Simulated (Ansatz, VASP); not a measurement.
# Two plane-wave programs on CoPtO2

```
CELL_PARAMETERS angstrom
1.42744 0.82413 5.96103
-1.42744 0.82413 5.96103
0.00000 -1.64827 5.96103
ATOMIC_POSITIONS crystal
Co 0.50000 0.50000 0.50000
Pt 0.00000 0.00000 0.00000
O 0.88765 0.88765 0.88765
O 0.11235 0.11235 0.11235
```

Alike in both runs: functional PBE; k mesh 18 × 18 × 18; occupations gaussian, width 0.1 eV; no spin polarisation.

Ansatz relaxed the structure, and its values are those at the end. VASP's run is a single point on that final structure, the one shown.

|  | VASP | Ansatz |
| --- | --- | --- |
| version | VASP 6.6.1 | Ansatz 0.2.0 |
| potentials or method | VASP PAW PBE potentials, release 64 (Co, Pt, O), cutoff 520 eV | scalar-relativistic, plane waves, PAW |
| valence electrons in the cell | 31 | 47 |

```tsv
	VASP	Ansatz	Ansatz less VASP
gap on the k mesh at the Fermi level (eV)	none	none	-
pressure (GPa)	0.1	0.0	-0.09
rms of the force components (eV/Å)	0.007	0.000	-0.0075
```

A gap of «none» marks a metal or a gap that the smearing closes. The functional is the same, so the differences come from potentials, cutoffs and numerics. VASP's potentials hold 31 valence electrons a cell and Ansatz's 47, so a difference there can come from the potentials and not from the codes.

Spin-orbit coupling is off throughout.
